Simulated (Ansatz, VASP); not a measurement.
One calculation of TaH3, two programs

INCAR

```
PREC     = Accurate       # precision mode
ENCUT    = 520            # plane-wave cutoff, eV
EDIFF    = 1E-7           # SCF threshold, eV
ISMEAR   = 0              # smearing method
SIGMA    = 0.1            # smearing width, eV
LREAL    = F              # projectors in reciprocal space
LASPH    = T              # aspherical terms in the spheres
NELM     = 80             # most SCF steps
ALGO     = Normal         # electronic algorithm
ISIF     = 2              # what is computed and relaxed
LWAVE    = F              # write WAVECAR
LCHARG   = F              # write CHGCAR
GGA      = PS             # functional
NBANDS   = 15             # bands
```

Contents of KPOINTS:

```
Automatic mesh
0
Gamma
  6 6 6
```

File POSCAR:

```
TaH3
1.0
    3.1408856674      0.0000000000      0.0000000000
    0.0000000000      3.1408856674      0.0000000000
    0.0000000000      0.0000000000      3.1408856674
Ta H
1 3
Direct
    0.0000000000      0.0000000000      0.0000000000
    0.0000000000      0.5000000000      0.5000000000
    0.5000000000      0.0000000000      0.5000000000
    0.5000000000      0.5000000000      0.0000000000
```

Input for Ansatz:

```yaml
crystal:
  lattice:
    - [3.1408856674, 0.0, 0.0]
    - [0.0, 3.1408856674, 0.0]
    - [0.0, 0.0, 3.1408856674]
  atoms:
    - { symbol: Ta, position: [0.0, 0.0, 0.0] }
    - { symbol: H, position: [0.0, 0.5, 0.5] }
    - { symbol: H, position: [0.5, 0.0, 0.5] }
    - { symbol: H, position: [0.5, 0.5, 0.0] }
basis:
  ecutwfc: 420
kpoints:
  mp_grid: { grid: [6, 6, 6] }
hamiltonian:
  xc: pbesol
scf:
  occupations: { method: gaussian, width: 0.1 }
output:
  forces: true
  stress: true
  eigenvalues: true
```

Alike in both runs: task single point; functional PBEsol; k mesh 6 × 6 × 6; occupations gaussian, width 0.1 eV; no spin polarisation.

|  | VASP | Ansatz |
| --- | --- | --- |
| version | VASP 6.6.1 | Ansatz 0.2.0 |
| potentials or method | VASP PAW PBE potentials, release 64 (Ta_pv, H), cutoff 520 eV | scalar-relativistic, plane waves, PAW |
| valence electrons in the cell | 14 | 16 |

|  | VASP | Ansatz | Ansatz less VASP |
| --- | --- | --- | --- |
| gap on the k mesh at the Fermi level (eV) | none | none | - |
| pressure (GPa) | -24.0 | -23.9 | +0.08 |

VASP's potentials were made for PBE, not for PBEsol. A gap of «none» marks a metal or a gap that the smearing closes. The functional is the same, so the differences come from potentials, cutoffs and numerics. VASP's potentials hold 14 valence electrons a cell and Ansatz's 16, so a difference there can come from the potentials and not from the codes.

Neither program's run includes spin-orbit coupling.
